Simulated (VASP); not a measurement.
Input of a VASP 6.6.1 run:

File POSCAR:

```
GaP
1.0
    0.0000000000      2.7252500000      2.7252500000
    2.7252500000      0.0000000000      2.7252500000
    2.7252500000      2.7252500000      0.0000000000
Ga P
1 1
Direct
    0.0000000000      0.0000000000      0.0000000000
    0.2500000000      0.2500000000      0.2500000000
```

Contents of INCAR.step1:

```
SYSTEM = GaP
PREC     = Accurate       ! precision mode
ENCUT    = 520            ! plane-wave cutoff, eV
ISMEAR   = 0              ! smearing method
SIGMA    = 0.02           ! smearing width, eV
LREAL    = .FALSE.        ! projectors in reciprocal space
LASPH    = .TRUE.         ! aspherical terms in the spheres
NELM     = 80             ! most SCF steps
NBANDS   = 16             ! bands
GGA      = PE             ! functional
ALGO     = Normal         ! electronic algorithm
EDIFF    = 1E-4           ! SCF threshold, eV
LWAVE    = .TRUE.         ! write WAVECAR
LCHARG   = .FALSE.        ! write CHGCAR
```

The input INCAR.step2:

```
SYSTEM = GaP
PREC     = Accurate       ! precision mode
ENCUT    = 520            ! plane-wave cutoff, eV
EDIFF    = 1E-6           ! SCF threshold, eV
ISMEAR   = 0              ! smearing method
SIGMA    = 0.02           ! smearing width, eV
LREAL    = .FALSE.        ! projectors in reciprocal space
LASPH    = .TRUE.         ! aspherical terms in the spheres
NELM     = 80             ! most SCF steps
ALGO     = Normal         ! electronic algorithm
ISIF     = 2              ! what is computed and relaxed
LWAVE    = .FALSE.        ! write WAVECAR
LCHARG   = .FALSE.        ! write CHGCAR
METAGGA  = R2SCAN         ! meta-GGA
LMIXTAU  = .TRUE.       
NBANDS   = 16             ! bands
ISTART   = 1
```

KPOINTS

```
Automatic mesh
0
G
  8 8 8
  0 0 0
```

Potentials or basis: VASP PAW PBE potentials, release 64 (Ga_d, P).

Command:

```sh
$ cat potpaw_PBE.64/Ga_d/POTCAR potpaw_PBE.64/P/POTCAR > POTCAR
$ cp INCAR.step1 INCAR
$ mpirun -np 1 vasp_std > vasp.out
$ cp INCAR.step2 INCAR
$ mpirun -np 1 vasp_std > vasp.out
```

(1) Estimate the pressure.

(2) Predict the band gap on the k mesh.

## Answers

(1) 0.0 GPa.

(2) 1.90 eV, indirect (least direct gap 2.34 eV).

Caveat: the PAW data sets were made with another functional, which shifts forces and pressure a little.

**Measured values to compare with.**

“Stacking defects in GaP nanowires: Electronic structure and optical properties”, 2018, arxiv:1810.01194 quotes, for a bulk crystal of GaP at 10 K: band gap 2.34 eV (indirect).

Against the measured gap of GaP, 2.34 eV (indirect; 10 K; quoted in “Stacking defects in GaP nanowires: Electronic structure and optical properties”, 2018, arxiv:1810.01194), the calculated 1.90 eV is off by -0.44 eV. Spin-orbit coupling on Ga is left out. The value is that of r2SCAN on a finite k mesh, which can miss the band edges, without temperature or zero-point motion.
